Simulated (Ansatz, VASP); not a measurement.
Two plane-wave programs on La

File INCAR:

```
SYSTEM = La
PREC = Accurate
ENCUT = 520
EDIFF = 1E-6
ISMEAR = -1
SIGMA = 0.05
LREAL = .FALSE.
LASPH = .TRUE.
NELM = 60
ALGO = Fast
ISIF = 2
LWAVE = .FALSE.
LCHARG = .FALSE.
GGA = PE
NBANDS = 18
```

The input KPOINTS:

```
regular mesh
0
G
  7 7 4
  0 0 0
```

File POSCAR:

```
La
1.0
    3.7500000000      0.0000000000      0.0000000000
   -1.8750000000      3.2475952642      0.0000000000
    0.0000000000      0.0000000000      6.0700000000
La
2
Direct
    0.6666666667      0.3333333333      0.7500000000
    0.3333333333      0.6666666667      0.2500000000
```

File input.yaml:

```yaml
crystal:
  lattice:
    - [3.75, 0.0, 0.0]
    - [-1.875, 3.2475952642, 0.0]
    - [0.0, 0.0, 6.07]
  atoms:
    - { symbol: La, position: [0.6666666667, 0.3333333333, 0.75] }
    - { symbol: La, position: [0.3333333333, 0.6666666667, 0.25] }
hamiltonian:
  xc: pbe
  pseudopotentials: { kind: paw }
kpoints:
  mp_grid: { grid: [7, 7, 4] }
  band_path:
    path:
      - [[0.0, 0.0, 0.0], [0.5, 0.0, 0.0], [0.3333333333, 0.3333333333, 0.0], [0.0, 0.0, 0.0], [0.0, 0.0, 0.5], [0.5, 0.0, 0.5], [0.3333333333, 0.3333333333, 0.5], [0.0, 0.0, 0.5]]
      - [[0.5, 0.0, 0.5], [0.5, 0.0, 0.0]]
      - [[0.3333333333, 0.3333333333, 0.0], [0.3333333333, 0.3333333333, 0.5]]
    npoints: 14
scf:
  occupations: { method: fermi_dirac, width: 0.05 }
  n_extra_bands: 6
output:
  forces: true
  stress: true
  eigenvalues: true
  fatbands: false
```

Alike in both runs: functional PBE; k mesh 7 × 7 × 4; occupations fermi-dirac, width 0.05 eV; no spin polarisation.

|  | VASP | Ansatz |
| --- | --- | --- |
| version | VASP 6.6.1 | Ansatz 0.2.0 |
| potentials or method | VASP PAW PBE potentials, release 64 (La) | Ansatz PAW |
| plane-wave cutoff (eV) | 520 | 420 |
| valence electrons in the cell | 22 | 22 |
| task | single point | band structure |

Ansatz gave:

- gap on the k mesh at the Fermi level (eV): none
- pressure (GPa): 0.7
- traceless stress, the component that is largest in VASP (GPa): 0.64

**Question.** Estimate VASP's values.

**Answer.** gap on the k mesh at the Fermi level (eV): none; pressure (GPa): 0.7; traceless stress, the component that is largest in VASP (GPa): 0.62.

A gap of «none» marks a metal or a gap that the smearing closes.

Neither program's run includes spin-orbit coupling.
